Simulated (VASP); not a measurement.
A run of VASP 6.6.1 is set up as follows.

File INCAR:

```
SYSTEM = CdTe
PREC = Accurate ; ENCUT = 520
EDIFF = 1E-7 ; ISMEAR = 0
SIGMA = 0.013000000000000001 ; LREAL = .FALSE.
LASPH = .TRUE. ; NELM = 80
ALGO = Normal ; ISIF = 2
LWAVE = .FALSE. ; LCHARG = .FALSE.
GGA = PE ; NBANDS = 16
```

Contents of KPOINTS:

```
Automatic mesh
0
G
  7 7 7
  0 0 0
```

Contents of POSCAR:

```
CdTe
1.0
    0.0000000000      3.2050000000      3.2050000000
    3.2050000000      0.0000000000      3.2050000000
    3.2050000000      3.2050000000      0.0000000000
Te Cd
1 1
Direct
    0.7500000000      0.7500000000      0.7500000000
    0.0000000000      0.0000000000      0.0000000000
```

Potentials or basis: VASP PAW PBE potentials, release 64 (Te, Cd).

Command:

```sh
$ cat potpaw_PBE.64/Te/POTCAR potpaw_PBE.64/Cd/POTCAR > POTCAR
$ mpirun -np 1 vasp_std > vasp.out
```

(1) Predict the band gap on the k mesh.

(2) Predict the pressure.

## Answers

(1) 0.87 eV.

(2) 4.4 GPa.

Caveat: the cell stands under pressure; spin-orbit coupling is left out, which moves the levels of the heavy elements.
